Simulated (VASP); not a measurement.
# InPd (Pm-3m) in VASP: further runs

The runs below take InPd through relaxation of cell and atoms, single point, with revPBE, LDA.

Everything below comes from runs of VASP 6.6.1. Logs are shortened: lines on timing, memory, paths and dates and some standing lists are left out, and cuts for length are marked.

## 1. The cell of the first run

It takes space group Pm-3m (No. 221, cubic). Conventional cell: a = 3.272 Å, b = 3.272 Å, c = 3.272 Å, α = 90.00°, β = 90.00°, γ = 90.00°. In (site symmetry m-3m) has 8 Pd at 2.83 Å and 6 In at 3.27 Å within 3.7 Å. Pd (site symmetry m-3m) has 8 In at 2.83 Å and 6 Pd at 3.27 Å within 3.7 Å.

## 2. Relaxation of cell and atoms, revPBE

INCAR reads:

```
SYSTEM = InPd
PREC     = Accurate       ! precision mode
ENCUT    = 600            ! plane-wave cutoff, eV
EDIFF    = 1E-6           ! SCF threshold, eV
ISMEAR   = -1             ! smearing method
SIGMA    = 0.05           ! smearing width, eV
LREAL    = .FALSE.        ! projectors in reciprocal space
LASPH    = .TRUE.         ! aspherical terms in the spheres
NELM     = 60             ! most SCF steps
ALGO     = Normal         ! electronic algorithm
ISIF     = 3              ! what is computed and relaxed
LWAVE    = .FALSE.        ! write WAVECAR
LCHARG   = .FALSE.        ! write CHGCAR
GGA      = RE             ! functional
IBRION   = 2              ! ionic algorithm
NSW      = 60             ! ionic steps
EDIFFG   = -0.01          ! ionic threshold
```

KPOINTS reads:

```
Automatic mesh
0
G
  8 8 8
  0 0 0
```

POSCAR reads:

```
InPd
1.0
    3.2718847800      0.0000000000      0.0000000000
    0.0000000000      3.2718847800      0.0000000000
    0.0000000000      0.0000000000      3.2718847800
In Pd
1 1
Direct
    0.0000000000      0.0000000000      0.0000000000
    0.5000000000      0.5000000000      0.5000000000
```

Potentials or basis: VASP PAW PBE potentials, release 64 (In_d, Pd).

Command:

```bash
cat potpaw_PBE.64/In_d/POTCAR potpaw_PBE.64/Pd/POTCAR > POTCAR
mpirun -np 1 vasp_std > vasp.out
```

OUTCAR:

```text
SYSTEM = InPd
   PREC = Accurate
   ENCUT = 600
   EDIFF = 1E-6
   ISMEAR = -1
   LREAL = .FALSE.
   LASPH = .TRUE.
   NELM = 60
   ISIF = 3
   GGA = RE
   IBRION = 2
   NSW = 60
   EDIFFG = -0.01

 ion  position               nearest neighbor table
   1  0.000  0.000  0.000-   2 2.83   2 2.83   2 2.83   2 2.83   2 2.83   2 2.83   2 2.83   2 2.83

   2  0.500  0.500  0.500-   1 2.83   1 2.83   1 2.83   1 2.83   1 2.83   1 2.83   1 2.83   1 2.83

  LATTYP: Found a simple cubic cell.
 ALAT       =     3.2718847800

  Lattice vectors:

 A1 = (   3.2718847800,   0.0000000000,   0.0000000000)
 A2 = (   0.0000000000,   3.2718847800,   0.0000000000)
 A3 = (   0.0000000000,   0.0000000000,   3.2718847800)

Analysis of symmetry for initial positions (statically):
=====================================================================
 Subroutine PRICEL returns:
 Original cell was already a primitive cell.

 Routine SETGRP: Setting up the symmetry group for a
 simple cubic supercell.

 Subroutine GETGRP returns: Found 48 space group operations
 (whereof 48 operations were pure point group operations)
 out of a pool of 48 trial point group operations.

The static configuration has the point symmetry O_h .

Analysis of symmetry for dynamics (positions and initial velocities):
=====================================================================
 Subroutine PRICEL returns:
 Original cell was already a primitive cell.

 Routine SETGRP: Setting up the symmetry group for a
 simple cubic supercell.

 Subroutine GETGRP returns: Found 48 space group operations
 (whereof 48 operations were pure point group operations)
 out of a pool of 48 trial point group operations.

The dynamic configuration has the point symmetry O_h .

 Subroutine INISYM returns: Found 48 space group operations
 (whereof 48 operations are pure point group operations),
 and found     1 'primitive' translations

----------------------------------------------------------------------------------------

                                     Primitive cell

  volume of cell :      35.0263

  direct lattice vectors                    reciprocal lattice vectors
     3.271884780  0.000000000  0.000000000     0.305634234  0.000000000  0.000000000
     0.000000000  3.271884780  0.000000000     0.000000000  0.305634234  0.000000000
     0.000000000  0.000000000  3.271884780     0.000000000  0.000000000  0.305634234

  length of vectors
     3.271884780  3.271884780  3.271884780     0.305634234  0.305634234  0.305634234

  position of ions in fractional coordinates (direct lattice)
     0.000000000  0.000000000  0.000000000
     0.500000000  0.500000000  0.500000000

  ion indices of the primitive-cell ions
   primitive index   ion index
                 1           1
                 2           2

----------------------------------------------------------------------------------------

 KPOINTS: Automatic mesh

Automatic generation of k-mesh.
 Grid dimensions read from file:
 generate k-points for:    8    8    8

 Generating k-lattice:

  Cartesian coordinates                     Fractional coordinates (reciprocal lattice)
     0.038204279  0.000000000  0.000000000     0.125000000  0.000000000  0.000000000
     0.000000000  0.038204279  0.000000000     0.000000000  0.125000000  0.000000000
     0.000000000  0.000000000  0.038204279     0.000000000  0.000000000  0.125000000

  Length of vectors
     0.038204279  0.038204279  0.038204279

  Shift w.r.t. Gamma in fractional coordinates (k-lattice)
     0.000000000  0.000000000  0.000000000

 Subroutine IBZKPT returns following result:
 ===========================================

 Found     35 irreducible k-points:

 Following reciprocal coordinates:
            Coordinates               Weight
  0.000000  0.000000  0.000000      1.000000
  0.125000  0.000000  0.000000      6.000000
  0.250000  0.000000  0.000000      6.000000
  0.375000  0.000000  0.000000      6.000000
  0.500000  0.000000  0.000000      3.000000
  0.125000  0.125000  0.000000     12.000000
[... 16 lines left out ...]
  0.375000  0.375000  0.125000     24.000000
  0.500000  0.375000  0.125000     24.000000
 [... further k-points ...]
   k-points           NKPTS =     35   k-points in BZ     NKDIM =     35   number of bands    NBANDS=     15
   number of dos      NEDOS =    301   number of ions     NIONS =      2
   total plane-waves  NPLWV =  21952
   dimension x,y,z NGX =    28 NGY =   28 NGZ =   28
   dimension x,y,z NGXF=    56 NGYF=   56 NGZF=   56
   ions per type =               1   1
   NGX,Y,Z   is equivalent  to a cutoff of  14.23, 14.23, 14.23 a.u.
   NGXF,Y,Z  is equivalent  to a cutoff of  28.45, 28.45, 28.45 a.u.
 SYSTEM =  InPd
   PREC   = accura    normal or accurate (medium, high low for compatibility)
   ISTART =      0    job   : 0-new  1-cont  2-samecut
   ICHARG =      2    charge: 1-file 2-atom 10-const
   ISPIN  =      1    spin polarized calculation?
   LNONCOLLINEAR =      F non collinear calculations
   LSORBIT =      F    spin-orbit coupling
   LASPH  =      T    aspherical Exc in radial PAW
   ENCUT  =  600.0 eV  44.10 Ry    6.64 a.u.   6.53  6.53  6.53*2*pi/ulx,y,z
   NELM   =     60;   NELMIN=  2; NELMDL= -5     # of ELM steps
   EDIFF  = 0.1E-05   stopping-criterion for ELM
   LREAL  =      F    real-space projection
   EDIFFG = -.1E-01   stopping-criterion for IOM
   NSW    =     60    number of steps for IOM
   IBRION =      2    ionic relax: 0-MD 1-quasi-New 2-CG
   NFREE  =      1    steps in history (QN), initial steepest desc. (CG)
   ISIF   =      3    stress and relaxation
   ISYM   =      2    0-nonsym 1-usesym 2-fastsym
   POTIM  = 0.5000    time-step for ionic-motion
   TEBEG  =    0.0;   TEEND  =   0.0 temperature during run
   PSTRESS=    0.0 pullay stress
   NELECT =      23.0000    total number of electrons
   NUPDOWN=      -1.0000    fix difference up-down
   EMIN   =  10.00;   EMAX   =-10.00  energy-range for DOS
   EFERMI =   0.00;   METHOD = LEGACY
   ISMEAR =    -1;   SIGMA  =   0.05  broadening in eV -4-tet -1-fermi 0-gaus
   EFERMI_NEDOS =   21; number of points for ismear=-14 and -15
   IALGO  =     38    algorithm
   IMIX   =      4    mixing-type and parameters
     AMIX     =   0.40;   BMIX     =  1.00
     AMIX_MAG =   1.60;   BMIX_MAG =  1.00
  volume/ion in A,a.u.               =      17.51       118.18
  Fermi-wavevector in a.u.,A,eV,Ry     =   1.422938  2.688964 27.548447  2.024754
  Thomas-Fermi vector in A             =   2.543589
   LORBIT       =      0    0 simple, 1 ext, 2 COOP (PROOUT), +10 PAW based schemes
   GGA     = RE    functional components
   LHFCALC =     F    Hartree Fock is set to
   AEXX    =    0.0000 exact exchange contribution
   IVDW    =     0    specifies the selected vdW correction
   LEPSILON=     F    determine dielectric tensor
   LRPA    =     F    only Hartree local field effects (RPA)
 conjugate gradient relaxation of ions
 non-spin polarized calculation
  energy-cutoff  :      600.00
  volume of cell :       35.03
 maximum number of plane-waves:      1189
 NGX is ok and might be reduce to    28
   NGX = 13   NGY = 13   NGZ = 13

--------------------------------------- Ionic step        1  -------------------------------------------

 number of electron      23.0000010 magnetization

 Free energy of the ion-electron system (eV)
  ---------------------------------------------------
  ext. energy  EPLUGINS =         0.00000000
  ---------------------------------------------------
  free energy    TOTEN  =        -7.91581073 eV

  energy without entropy =       -7.90573929  energy(sigma->0) =       -7.91077501

 E-fermi :  10.5004     XC(G=0): -12.1598

 val. band max:       10.4773691228   @ k =   0.3750   0.3750   0.1250
 cond. band min:      10.5653227014   @ k =   0.5000   0.5000   0.5000
 fundamental gap:      0.0879535785
 Fermi energy:        10.5004489017

 k-point     1 :       0.0000    0.0000    0.0000
  band No.  band energies     occupation
      1      -4.4250      2.00000
      2      -4.4250      2.00000
      3      -4.0182      2.00000
      4      -4.0182      2.00000
      5      -4.0182      2.00000
      6       0.5371      2.00000
      7       6.7625      2.00000
      8       6.7625      2.00000
      9       8.3068      2.00000
     10       8.3068      2.00000
     11       8.3068      2.00000
     12      14.8269      0.00000
     13      14.8269      0.00000
     14      14.8269      0.00000
     15      20.0794      0.00000
[... 472 lines left out ...]
 POSITION                                       TOTAL-FORCE (eV/Angst)
 -----------------------------------------------------------------------------------
      0.00000      0.00000      0.00000        -0.000000     -0.000000      0.000000
      1.68930      1.68930      1.68930         0.000000      0.000000      0.000000
 -----------------------------------------------------------------------------------
    total drift:                               -0.000000      0.000000      0.000000

  FREE ENERGIE OF THE ION-ELECTRON SYSTEM (eV)
  ---------------------------------------------------
  free  energy   TOTEN  =        -7.9260690703 eV

  energy  without entropy=       -7.9145090063  energy(sigma->0) =       -7.92028904

--------------------------------------- Ionic step        3  -------------------------------------------

 number of electron      23.0000001 magnetization

 Free energy of the ion-electron system (eV)
  ---------------------------------------------------
  ext. energy  EPLUGINS =         0.00000000
  ---------------------------------------------------
  free energy    TOTEN  =        -7.94925875 eV

  energy without entropy =       -7.93917342  energy(sigma->0) =       -7.94421609

 E-fermi :   9.7322     XC(G=0): -11.8698

 val. band max:        9.6780902934   @ k =   0.3750   0.2500   0.1250
 cond. band min:       9.7363294870   @ k =   0.3750   0.3750   0.1250
 fundamental gap:      0.0582391936
 Fermi energy:         9.7322090235

 k-point     1 :       0.0000    0.0000    0.0000
  band No.  band energies     occupation
      1      -5.0786      2.00000
      2      -5.0786      2.00000
      3      -4.7288      2.00000
      4      -4.7288      2.00000
      5      -4.7288      2.00000
      6       0.1778      2.00000
      7       6.2354      2.00000
      8       6.2354      2.00000
      9       7.6538      2.00000
     10       7.6538      2.00000
     11       7.6538      2.00000
     12      13.9694      0.00000
     13      13.9694      0.00000
     14      13.9694      0.00000
     15      18.6536      0.00000
[... 436 lines left out ...]
 POSITION                                       TOTAL-FORCE (eV/Angst)
 -----------------------------------------------------------------------------------
      0.00000      0.00000      0.00000        -0.000000     -0.000000      0.000000
      1.66408      1.66408      1.66408         0.000000      0.000000      0.000000
 -----------------------------------------------------------------------------------
    total drift:                               -0.000000      0.000000      0.000000

  FREE ENERGIE OF THE ION-ELECTRON SYSTEM (eV)
  ---------------------------------------------------
  free  energy   TOTEN  =        -7.9492587525 eV

  energy  without entropy=       -7.9391734239  energy(sigma->0) =       -7.94421609

 reached required accuracy - stopping structural energy minimisation
```

It took 1.7 min on 1 thread of Intel Xeon Platinum 8259CL at 2.50GHz (Skylake/Cascade Lake), shared host; peak memory 0.17 GiB.

What came out:

```yaml
Free_energy: -7.9493 eV
Relaxed_volume: 18.43 Å³/atom
Relaxed_cell: a = 3.328 Å, b = 3.328 Å, c = 3.328 Å, α = 90.00°, β = 90.00°, γ = 90.00°
Space_group_after_relaxing_to_0.05_Å: Pm-3m (No. 221)
Energy_gained_by_relaxing: 16.7 meV/atom
Ionic_steps: 3
Pressure_after_relaxing: 0.0 GPa
```

Step by step:
| step | energy change (eV) | largest force (eV/Å) | pressure (GPa) | volume (Å³) |
| --- | --- | --- | --- | --- |
| 1 | 0.0000 | 0.0000 | 6.18 | 35.03 |
| 2 | -0.0103 | 0.0000 | -4.06 | 38.57 |
| 3 | -0.0334 | 0.0000 | 0.02 | 36.87 |

Final structure:
```
CELL_PARAMETERS angstrom
3.32816 0.00000 0.00000
0.00000 3.32816 0.00000
0.00000 0.00000 3.32816
ATOMIC_POSITIONS crystal
In 0.00000 0.00000 0.00000
Pd 0.50000 0.50000 0.50000
```

Caveat: the PAW data sets were made with another functional, which shifts forces and pressure a little; spin-orbit coupling is left out, which moves the levels of the heavy elements.

## 3. Single point, LDA (volume scaled by 0.94)

INCAR reads:

```
SYSTEM = InPd
ALGO = Normal ; EDIFF = 1E-6
ENCUT = 520 ; ISIF = 2
ISMEAR = -1 ; LASPH = .TRUE.
LCHARG = .FALSE. ; LREAL = .FALSE.
LWAVE = .FALSE. ; NBANDS = 18
NELM = 60 ; PREC = Accurate
SIGMA = 0.05
```

KPOINTS reads:

```
k-points
0
G
  8 8 8
  0 0 0
```

POSCAR reads:

```
InPd
1.0
    3.2050928798      0.0000000000      0.0000000000
    0.0000000000      3.2050928798      0.0000000000
    0.0000000000      0.0000000000      3.2050928798
In Pd
1 1
Direct
    0.0000000000      0.0000000000      0.0000000000
    0.5000000000      0.5000000000      0.5000000000
```

Potentials or basis: VASP PAW LDA potentials, release 64 (In_d, Pd).

Command:

```bash
cat potpaw_LDA.64/In_d/POTCAR potpaw_LDA.64/Pd/POTCAR > POTCAR
mpirun -np 1 vasp_std > vasp.out
```

Wall time 12 s (1 thread of Intel Xeon 8259CL, shared host); peak memory 0.14 GiB.

It converged, with:

```
Free energy : -10.8010 eV
Pressure    : 1.9 GPa
```

Levels at points of the mesh, in eV from the Fermi level:
| k point | band 10 | band 11 | band 12 | band 13 | band 14 | band 15 |
| --- | --- | --- | --- | --- | --- | --- |
| (0.00, 0.00, 0.00) | -2.32 | -2.32 | 4.33 | 4.33 | 4.33 | 10.19 |
| (0.50, 0.00, 0.00) | -3.44 | -2.42 | -1.06 | 10.11 | 10.11 | 10.30 |
| (0.50, 0.50, 0.00) | -2.49 | -2.49 | -1.68 | 1.82 | 2.75 | 9.85 |
| (0.50, 0.50, 0.50) | -1.64 | 0.10 | 3.99 | 3.99 | 3.99 | 4.75 |

Caveat: the cell differs from its parent crystal (volume scaled by 0.94); spin-orbit coupling is left out, which moves the levels of the heavy elements.

## 4. Single point, LDA (volume scaled by 0.96)

INCAR reads:

```
SYSTEM = InPd
PREC     = Accurate       ! precision mode
ENCUT    = 520            ! plane-wave cutoff, eV
EDIFF    = 1E-7           ! SCF threshold, eV
ISMEAR   = -1             ! smearing method
SIGMA    = 0.05           ! smearing width, eV
LREAL    = .FALSE.        ! projectors in reciprocal space
LASPH    = .TRUE.         ! aspherical terms in the spheres
NELM     = 100            ! most SCF steps
ALGO     = Normal         ! electronic algorithm
ISIF     = 2              ! what is computed and relaxed
LWAVE    = .FALSE.        ! write WAVECAR
LCHARG   = .TRUE.         ! write CHGCAR
LELF     = .TRUE.         ! ELF
LVHAR    = .TRUE.       
NBANDS   = 18             ! bands
```

KPOINTS reads:

```
Automatic mesh
0
G
  8 8 8
  0 0 0
```

POSCAR reads:

```
InPd
1.0
    3.2276647001      0.0000000000      0.0000000000
    0.0000000000      3.2276647001      0.0000000000
    0.0000000000      0.0000000000      3.2276647001
In Pd
1 1
Direct
    0.0000000000      0.0000000000      0.0000000000
    0.5000000000      0.5000000000      0.5000000000
```

Command:

```bash
cat potpaw_LDA.64/In_d/POTCAR potpaw_LDA.64/Pd/POTCAR > POTCAR
mpirun -np 1 vasp_std > vasp.out
```

Run time: 13 s. Hardware: 1 thread of Intel Xeon 8259CL, shared host; peak memory 0.14 GiB.

The run converged. Its results:

```
Free energy : -10.8024 eV
Pressure    : -1.4 GPa
```

Levels at points of the mesh, in eV from the Fermi level:
```
           k point  band 9  band 10  band 11  band 12  band 13  band 14  band 15  band 16
(0.00, 0.00, 0.00)   -2.27    -2.27    -2.27     4.30     4.30     4.30     9.90    11.08
(0.50, 0.00, 0.00)   -3.35    -3.35    -2.36    -1.05     9.92     9.92    10.23    11.05
(0.50, 0.50, 0.00)   -2.70    -2.40    -2.40    -1.65     1.71     2.67     9.70    11.51
(0.50, 0.50, 0.50)   -1.60    -1.60     0.02     3.96     3.96     3.96     4.66     4.66
```

Caveat: the cell differs from its parent crystal (volume scaled by 0.96); spin-orbit coupling is left out, which moves the levels of the heavy elements.

## 5. Single point, LDA (volume scaled by 0.98)

INCAR reads:

```
ALGO = Normal ; EDIFF = 1E-7
ENCUT = 520 ; ISIF = 2
ISMEAR = -1 ; LASPH = True
LCHARG = True ; LELF = True
LREAL = False ; LVHAR = True
LWAVE = False ; NBANDS = 18
NELM = 60 ; PREC = Accurate
SIGMA = 0.05
```

KPOINTS reads:

```
k-points
0
Gamma
  8 8 8
```

POSCAR reads:

```
InPd
1.0
    3.2499251601      0.0000000000      0.0000000000
    0.0000000000      3.2499251601      0.0000000000
    0.0000000000      0.0000000000      3.2499251601
In Pd
1 1
Direct
    0.0000000000      0.0000000000      0.0000000000
    0.5000000000      0.5000000000      0.5000000000
```

Command:

```bash
cat potpaw_LDA.64/In_d/POTCAR potpaw_LDA.64/Pd/POTCAR > POTCAR
mpirun -np 1 vasp_std > vasp.out
```

Wall time 14 s (1 thread of Intel Xeon 8259CL, shared host); peak memory 0.14 GiB.

Results (log left out):

- Free energy: -10.7905 eV
- Pressure: -4.2 GPa

Levels at points of the mesh, in eV from the Fermi level:
```tsv
k point	band 10	band 11	band 12	band 13	band 14	band 15
(0.00, 0.00, 0.00)	-2.22	-2.22	4.26	4.26	4.26	9.62
(0.50, 0.00, 0.00)	-3.26	-2.30	-1.03	9.73	9.73	10.16
(0.50, 0.50, 0.00)	-2.32	-2.32	-1.61	1.60	2.60	9.55
(0.50, 0.50, 0.50)	-1.57	-0.07	3.93	3.93	3.93	4.57
```

Caveat: the cell differs from its parent crystal (volume scaled by 0.98); spin-orbit coupling is left out, which moves the levels of the heavy elements.

## 6. The runs side by side

```csv
task,level,potentials or basis,cell,cutoff (eV),gap on the mesh (eV),pressure (GPa)
relaxation of cell and atoms,revPBE,"VASP PAW PBE potentials, release 64 (In_d, Pd)","relaxed from a = 3.272 Å, 2 atoms",600,none,0.0
single point,LDA,"VASP PAW LDA potentials, release 64 (In_d, Pd)","a = 3.205 Å, 2 atoms",520,none,1.9
single point,LDA,"VASP PAW LDA potentials, release 64 (In_d, Pd)","a = 3.228 Å, 2 atoms",520,none,-1.4
single point,LDA,"VASP PAW LDA potentials, release 64 (In_d, Pd)","a = 3.250 Å, 2 atoms",520,none,-4.2
```

Alike in all rows: no spin polarisation; k mesh 8 × 8 × 8; smearing fermi-dirac 0.05 eV.

Caveats: spin-orbit coupling is left out, which moves the levels of the heavy elements; the PAW data sets were made with another functional, which shifts forces and pressure a little (some runs).

Total energies depend on the potentials used, so only differences within one code and one set of settings carry meaning.
